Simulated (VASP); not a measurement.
# BiTe (R-3m) in VASP: single point with PBE

Aim: the single point of BiTe with PBE.

Everything below comes from runs of VASP 6.6.1. Logs are shortened: lines on timing, memory, paths and dates and some standing lists are left out, and cuts for length are marked.

### Step 1. The cell of the first run

It takes space group R-3m (No. 166, trigonal). The conventional cell has a = 4.845 Å, b = 4.845 Å, c = 9.940 Å, α = 90.00°, β = 90.00°, γ = 120.00°. Bi (site symmetry -3m) has 6 Te at 3.25 Å within 4.3 Å. Te (site symmetry -3m) has 6 Bi at 3.25 Å within 4.3 Å.

### Step 2. Single point, PBE

The input, INCAR:

```
SYSTEM = BiTe
PREC = Accurate ; ENCUT = 520
EDIFF = 1E-6 ; ISMEAR = 0
SIGMA = 0.1 ; LREAL = .False.
LASPH = .True. ; NELM = 60
ALGO = Normal ; ISIF = 2
LWAVE = .False. ; LCHARG = .False.
GGA = PE ; NBANDS = 18
```

The input, KPOINTS:

```
Automatic mesh
0
Gamma
  12 12 12
  0 0 0
```

The input, POSCAR:

```
BiTe
1.0
    2.4222948344      1.3985125747      3.3133448252
   -2.4222948344      1.3985125747      3.3133448252
    0.0000000000     -2.7970251494      3.3133448252
Bi Te
1 1
Direct
    0.5000000000      0.5000000000      0.5000000000
    0.0000000000      0.0000000000      0.0000000000
```

Potentials or basis: VASP PAW PBE potentials, release 64 (Bi_d, Te).

Started as:

```console
cat potpaw_PBE.64/Bi_d/POTCAR potpaw_PBE.64/Te/POTCAR > POTCAR
mpirun -np 1 vasp_std > vasp.out
```

OUTCAR:

```text
SYSTEM = BiTe
   PREC = Accurate
   ENCUT = 520
   EDIFF = 1E-6
   ISMEAR = 0
   LREAL = .False.
   LASPH = .True.
   NELM = 60
   ISIF = 2
   GGA = PE

 ion  position               nearest neighbor table
   1  0.500  0.500  0.500-   2 3.25   2 3.25   2 3.25   2 3.25   2 3.25   2 3.25
   2  0.000  0.000  0.000-   1 3.25   1 3.25   1 3.25   1 3.25   1 3.25   1 3.25

  LATTYP: Found a trigonal (rhomboedric) cell.
 ALAT       =     4.3360815971
 COS(alpha) =     0.3758498068

  Lattice vectors:

 A1 = (   2.4222948344,   1.3985125747,   3.3133448252)
 A2 = (  -2.4222948344,   1.3985125747,   3.3133448252)
 A3 = (   0.0000000000,  -2.7970251494,   3.3133448252)

Analysis of symmetry for initial positions (statically):
=====================================================================
 Subroutine PRICEL returns:
 Original cell was already a primitive cell.

 Routine SETGRP: Setting up the symmetry group for a
 trigonal (rhombohedral) supercell.

 Subroutine GETGRP returns: Found 12 space group operations
 (whereof 12 operations were pure point group operations)
 out of a pool of 12 trial point group operations.

The static configuration has the point symmetry D_3d.

Analysis of symmetry for dynamics (positions and initial velocities):
=====================================================================
 Subroutine PRICEL returns:
 Original cell was already a primitive cell.

 Routine SETGRP: Setting up the symmetry group for a
 trigonal (rhombohedral) supercell.

 Subroutine GETGRP returns: Found 12 space group operations
 (whereof 12 operations were pure point group operations)
 out of a pool of 12 trial point group operations.

The dynamic configuration has the point symmetry D_3d.

 Subroutine INISYM returns: Found 12 space group operations
 (whereof 12 operations are pure point group operations),
 and found     1 'primitive' translations

----------------------------------------------------------------------------------------

                                     Primitive cell

  volume of cell :      67.3459

  direct lattice vectors                    reciprocal lattice vectors
     2.422294834  1.398512575  3.313344825     0.206415831  0.119174235  0.100603273
    -2.422294834  1.398512575  3.313344825    -0.206415831  0.119174235  0.100603273
     0.000000000 -2.797025149  3.313344825     0.000000000 -0.238348471  0.100603273

  length of vectors
     4.336081597  4.336081597  4.336081597     0.258710286  0.258710286  0.258710286

  position of ions in fractional coordinates (direct lattice)
     0.500000000  0.500000000  0.500000000
     0.000000000  0.000000000  0.000000000

  ion indices of the primitive-cell ions
   primitive index   ion index
                 1           1
                 2           2

----------------------------------------------------------------------------------------

 KPOINTS: Automatic mesh

Automatic generation of k-mesh.
 Grid dimensions read from file:
 generate k-points for:   12   12   12

 Generating k-lattice:

  Cartesian coordinates                     Fractional coordinates (reciprocal lattice)
     0.017201319  0.009931186  0.008383606     0.083333333 -0.000000000  0.000000000
    -0.017201319  0.009931186  0.008383606    -0.000000000  0.083333333  0.000000000
     0.000000000 -0.019862373  0.008383606     0.000000000  0.000000000  0.083333333

  Length of vectors
     0.021559190  0.021559190  0.021559190

  Shift w.r.t. Gamma in fractional coordinates (k-lattice)
     0.000000000  0.000000000  0.000000000

 Subroutine IBZKPT returns following result:
 ===========================================

 Found    189 irreducible k-points:

 Following reciprocal coordinates:
            Coordinates               Weight
  0.000000  0.000000  0.000000      1.000000
  0.083333 -0.000000  0.000000      6.000000
  0.166667 -0.000000  0.000000      6.000000
  0.250000 -0.000000  0.000000      6.000000
  0.333333  0.000000  0.000000      6.000000
  0.416667  0.000000  0.000000      6.000000
[... 16 lines left out ...]
  0.500000  0.166667  0.000000     12.000000
 -0.416667  0.166667 -0.000000     12.000000
 [... further k-points ...]
   k-points           NKPTS =    189   k-points in BZ     NKDIM =    189   number of bands    NBANDS=     18
   number of dos      NEDOS =    301   number of ions     NIONS =      2
   total plane-waves  NPLWV =  32768
   dimension x,y,z NGX =    32 NGY =   32 NGZ =   32
   dimension x,y,z NGXF=    64 NGYF=   64 NGZF=   64
   ions per type =               1   1
   NGX,Y,Z   is equivalent  to a cutoff of  12.27, 12.27, 12.27 a.u.
   NGXF,Y,Z  is equivalent  to a cutoff of  24.54, 24.54, 24.54 a.u.
 SYSTEM =  BiTe
   PREC   = accura    normal or accurate (medium, high low for compatibility)
   ISTART =      0    job   : 0-new  1-cont  2-samecut
   ICHARG =      2    charge: 1-file 2-atom 10-const
   ISPIN  =      1    spin polarized calculation?
   LNONCOLLINEAR =      F non collinear calculations
   LSORBIT =      F    spin-orbit coupling
   LASPH  =      T    aspherical Exc in radial PAW
   ENCUT  =  520.0 eV  38.22 Ry    6.18 a.u.   8.06  8.06  8.06*2*pi/ulx,y,z
   NELM   =     60;   NELMIN=  2; NELMDL= -5     # of ELM steps
   EDIFF  = 0.1E-05   stopping-criterion for ELM
   LREAL  =      F    real-space projection
   EDIFFG = 0.1E-04   stopping-criterion for IOM
   NSW    =      0    number of steps for IOM
   IBRION =     -1    ionic relax: 0-MD 1-quasi-New 2-CG
   NFREE  =      0    steps in history (QN), initial steepest desc. (CG)
   ISIF   =      2    stress and relaxation
   ISYM   =      2    0-nonsym 1-usesym 2-fastsym
   POTIM  = 0.5000    time-step for ionic-motion
   TEBEG  =    0.0;   TEEND  =   0.0 temperature during run
   PSTRESS=    0.0 pullay stress
   NELECT =      21.0000    total number of electrons
   NUPDOWN=      -1.0000    fix difference up-down
   EMIN   =  10.00;   EMAX   =-10.00  energy-range for DOS
   EFERMI =   0.00;   METHOD = LEGACY
   ISMEAR =     0;   SIGMA  =   0.10  broadening in eV -4-tet -1-fermi 0-gaus
   EFERMI_NEDOS =   21; number of points for ismear=-14 and -15
   IALGO  =     38    algorithm
   IMIX   =      4    mixing-type and parameters
     AMIX     =   0.40;   BMIX     =  1.00
     AMIX_MAG =   1.60;   BMIX_MAG =  1.00
  volume/ion in A,a.u.               =      33.67       227.24
  Fermi-wavevector in a.u.,A,eV,Ry     =   1.110139  2.097859 16.767948  1.232409
  Thomas-Fermi vector in A             =   2.246687
   LORBIT       =      0    0 simple, 1 ext, 2 COOP (PROOUT), +10 PAW based schemes
   GGA     = PE    functional components
   LHFCALC =     F    Hartree Fock is set to
   AEXX    =    0.0000 exact exchange contribution
   IVDW    =     0    specifies the selected vdW correction
   LEPSILON=     F    determine dielectric tensor
   LRPA    =     F    only Hartree local field effects (RPA)
 non-spin polarized calculation
 Gauss-broadening in eV      SIGMA  =   0.10
  energy-cutoff  :      520.00
  volume of cell :       67.35
 maximum number of plane-waves:      1831
   NGX = 17   NGY = 17   NGZ = 17

 number of electron      20.9999997 magnetization

 Free energy of the ion-electron system (eV)
  ---------------------------------------------------
  ext. energy  EPLUGINS =         0.00000000
  ---------------------------------------------------
  free energy    TOTEN  =        -7.18473748 eV

  energy without entropy =       -7.17820153  energy(sigma->0) =       -7.18146950

 E-fermi :   6.6974     XC(G=0):  -9.4842

 val. band max:        6.6939036466   @ k =   0.3333   0.3333   0.1667
 cond. band min:       6.7014184954   @ k =  -0.4167   0.1667  -0.0000
 fundamental gap:      0.0075148488
 Fermi energy:         6.6974363532

 k-point     1 :       0.0000    0.0000    0.0000
  band No.  band energies     occupation
      1     -16.5384      2.00000
      2     -16.5384      2.00000
      3     -16.5273      2.00000
      4     -16.5273      2.00000
      5     -16.5134      2.00000
      6      -6.8026      2.00000
[... 10 lines left out ...]
     17      13.3499      0.00000
     18      13.5729      0.00000

 k-point     2 :       0.0833   -0.0000    0.0000
  band No.  band energies     occupation
      1     -16.5383      2.00000
      2     -16.5382      2.00000
      3     -16.5277      2.00000
      4     -16.5268      2.00000
      5     -16.5133      2.00000
      6      -6.7433      2.00000
[... 10 lines left out ...]
     17      13.3581      0.00000
     18      13.8441      0.00000

 k-point     3 :       0.1667   -0.0000    0.0000
  band No.  band energies     occupation
      1     -16.5381      2.00000
      2     -16.5378      2.00000
      3     -16.5287      2.00000
      4     -16.5256      2.00000
      5     -16.5128      2.00000
      6      -6.5664      2.00000
[... 10 lines left out ...]
     17      14.2210      0.00000
     18      14.6308      0.00000

 k-point     4 :       0.2500   -0.0000    0.0000
  band No.  band energies     occupation
      1     -16.5382      2.00000
      2     -16.5373      2.00000
      3     -16.5300      2.00000
      4     -16.5240      2.00000
      5     -16.5119      2.00000
      6      -6.2749      2.00000
[... 375 lines left out ...]
      4     -16.5201      2.00000
      5     -16.5098      2.00000
      6      -5.5235      2.00000
[... 10 lines left out ...]
     17      16.0826      0.00000
     18      16.3984      0.00000

 k-point    23 :       0.5000    0.1667    0.0000
  band No.  band energies     occupation
      1     -16.5401      2.00000
      2     -16.5373      2.00000
      3     -16.5303      2.00000
      4     -16.5201      2.00000
      5     -16.5092      2.00000
      6      -5.0388      2.00000
[... 10 lines left out ...]
     17      16.4407      0.00000
     18      17.2843      0.00000

 k-point    24 :      -0.4167    0.1667   -0.0000
  band No.  band energies     occupation
      1     -16.5391      2.00000
      2     -16.5378      2.00000
      3     -16.5301      2.00000
      4     -16.5207      2.00000
      5     -16.5096      2.00000
      6      -4.8953      2.00000
[... 10 lines left out ...]
     17      15.7367      0.00000
     18      16.4146      0.00000

 [... further k-points ...]
[... 5 lines left out ...]
  --------------------------------------------------------------------------------------
  -------------------------------------------------------------------------------------
  Total       -0.0149890     -0.0149890     -0.0293997      0.0000000     -0.0000000      0.0000000
  in kB       -0.3565924     -0.3565924     -0.6994265      0.0000000     -0.0000000      0.0000000
  external PRESSURE =      -0.4708705 kB  Pullay stress =       0.0000000 kB

 VOLUME and BASIS-vectors are now :
 -----------------------------------------------------------------------------
  energy-cutoff  :      520.00
  volume of cell :       67.35
      direct lattice vectors                 reciprocal lattice vectors
     2.422294834  1.398512575  3.313344825     0.206415831  0.119174235  0.100603273
    -2.422294834  1.398512575  3.313344825    -0.206415831  0.119174235  0.100603273
     0.000000000 -2.797025149  3.313344825     0.000000000 -0.238348471  0.100603273

 POSITION                                       TOTAL-FORCE (eV/Angst)
 -----------------------------------------------------------------------------------
      0.00000      0.00000      4.97002        -0.000000     -0.000000      0.000000
      0.00000      0.00000      0.00000         0.000000      0.000000     -0.000000
 -----------------------------------------------------------------------------------
    total drift:                               -0.000000      0.000000     -0.000000

  FREE ENERGIE OF THE ION-ELECTRON SYSTEM (eV)
  ---------------------------------------------------
  free  energy   TOTEN  =        -7.1847374786 eV

  energy  without entropy=       -7.1782015304  energy(sigma->0) =       -7.18146950
```

Run time: 3.4 min. Hardware: 1 thread of AMD EPYC, shared host; peak memory 0.32 GiB.

Results:

| Property | Result |
| --- | --- |
| Free energy | -7.1847 eV |
| Pressure | 0.0 GPa |

Levels at points of the mesh, in eV from the Fermi level:
```tsv
k point	band 7	band 8	band 9	band 10	band 11	band 12	band 13	band 14
(0.00, 0.00, 0.00)	-8.28	-2.93	-2.93	-1.62	1.87	2.51	2.51	4.06
(0.50, 0.00, 0.00)	-11.36	-1.87	-1.83	-1.04	-0.96	-0.61	0.31	6.69
(0.50, 0.50, 0.00)	-9.98	-5.62	-4.50	-3.31	2.41	3.06	3.59	4.57
(0.50, 0.50, 0.50)	-10.95	-2.37	-2.37	-2.24	-1.57	-1.27	-1.27	7.99
```

Caveat: spin-orbit coupling is left out, which moves the levels of the heavy elements.
